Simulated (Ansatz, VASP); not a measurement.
**Rh: VASP beside Ansatz**

Contents of POSCAR:

```
Rh
1.0
    0.0000000000      1.9015500000      1.9015500000
    1.9015500000      0.0000000000      1.9015500000
    1.9015500000      1.9015500000      0.0000000000
Rh
1
Direct
    0.0000000000      0.0000000000      0.0000000000
```

Contents of INCAR.step1:

```
ALGO = Normal
EDIFF = 1E-4
ENCUT = 600
GGA = PE
ISMEAR = -1
LASPH = True
LCHARG = False
LREAL = False
LWAVE = True
NELM = 100
PREC = Accurate
SIGMA = 0.1
```

File INCAR.step2:

```
ALGO = Normal
EDIFF = 1E-6
EDIFFG = -0.01
ENCUT = 600
IBRION = 2
ISIF = 3
ISMEAR = -1
ISTART = 1
LASPH = True
LCHARG = False
LMIXTAU = True
LREAL = False
LWAVE = False
METAGGA = R2SCAN
NELM = 100
NSW = 80
PREC = Accurate
SIGMA = 0.1
```

File KPOINTS:

```
k-points
0
Gamma
  14 14 14
```

Input for Ansatz:

```yaml
crystal:
  lattice:
    - [0.0, 1.90155, 1.90155]
    - [1.90155, 0.0, 1.90155]
    - [1.90155, 1.90155, 0.0]
  atoms:
    - { symbol: Rh, position: [0.0, 0.0, 0.0] }
hamiltonian:
  xc: r2scan
  pseudopotentials:
    kind: paw
    azcp:
      Rh: "pseudopotentials/Rh.paw.azcp"
basis:
  ecutwfc: 500
  fft_grid_basis: typed
kpoints:
  mp_grid: { grid: [14, 14, 14], shift: [0, 0, 0] }
magnetization:
  spin_polarized: false
scf:
  occupations: { method: fermi_dirac, width: 0.1 }
relax:
  max_steps: 60
  f_tol: 0.01
  cell: {}
```

Alike in both runs: task relaxation of cell and atoms; functional r2SCAN; k mesh 14 × 14 × 14; occupations fermi-dirac, width 0.1 eV; no spin polarisation.

|  | VASP | Ansatz |
| --- | --- | --- |
| version | VASP 6.6.1 | Ansatz 0.2.0 |
| potentials or method | VASP PAW PBE potentials, release 64 (Rh_pv), cutoff 600 eV | plane waves (500 eV) with PAW, scalar-relativistic |
| valence electrons in the cell | 15 | 17 |

```tsv
	VASP	Ansatz	Ansatz less VASP
relaxed volume (Å³/atom)	13.79	13.74	-0.055
relaxed cell length with the largest relative difference (Å)	2.692	2.688	-0.0036
```

VASP's potentials were made for PBE, not for r2SCAN. VASP's potentials hold 15 valence electrons a cell and Ansatz's 17, so a difference there can come from the potentials and not from the codes.
